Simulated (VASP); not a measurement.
Set up this calculation in VASP 6.6.1, as the native input.

```
Task                   : single point
Functional             : r2SCAN
Potentials or basis    : VASP PAW PBE potentials, release 64 (Ag, Cl)
Cutoff                 : 520 eV
k mesh                 : 7 × 7 × 7
Occupations            : methfessel-paxton, width 0.05 eV
Spin                   : no spin polarisation
Dipole correction      : no
Further INCAR settings : ALGO = Normal; EDIFF = 1e-06; NBANDS = 16
```

AgCl:

```
Ag Cl
1.0
     0.00000    2.73500    2.73500
     2.73500    0.00000    2.73500
     2.73500    2.73500    0.00000
Ag Cl
1 1
Cartesian
  0.0000 0.0000 0.0000
  2.7350 2.7350 2.7350
```

One way to write it, as run:

POSCAR

```
AgCl
1.0
    0.0000000000      2.7350000000      2.7350000000
    2.7350000000      0.0000000000      2.7350000000
    2.7350000000      2.7350000000      0.0000000000
Ag Cl
1 1
Direct
    0.0000000000      0.0000000000      0.0000000000
    0.5000000000      0.5000000000      0.5000000000
```

INCAR.step1

```
PREC = Accurate
ENCUT = 520
ISMEAR = 1
SIGMA = 0.05
LREAL = False
LASPH = True
NELM = 80
NBANDS = 16
GGA = PE
ALGO = Normal
EDIFF = 1E-4
LWAVE = True
LCHARG = False
```

INCAR.step2

```
PREC = Accurate
ENCUT = 520
EDIFF = 1E-6
ISMEAR = 1
SIGMA = 0.05
LREAL = False
LASPH = True
NELM = 80
ALGO = Normal
ISIF = 2
LWAVE = False
LCHARG = False
METAGGA = R2SCAN
LMIXTAU = True
NBANDS = 16
ISTART = 1
```

KPOINTS

```
Automatic mesh
0
Gamma
  7 7 7
```

Potentials or basis: VASP PAW PBE potentials, release 64 (Ag, Cl).

Launch:

```console
$ cat potpaw_PBE.64/Ag/POTCAR potpaw_PBE.64/Cl/POTCAR > POTCAR
$ cp INCAR.step1 INCAR
$ mpirun -np 1 vasp_std > vasp.out
$ cp INCAR.step2 INCAR
$ mpirun -np 1 vasp_std > vasp.out
```

It gave:

```json
{
 "Pressure": "2.2 GPa",
 "Band gap on the k mesh": "1.51 eV (least direct gap 3.91 eV)"
}
```

Caveat: the PAW data sets were made with another functional, which shifts forces and pressure a little; an odd mesh through Γ misses points on the zone boundary, where band edges can lie.

It took 62 s on 1 thread of Intel(R) Xeon(R) Platinum 8259CL CPU @ 2.50GHz (Skylake/Cascade Lake) (shared host), peak memory 0.17 GiB.
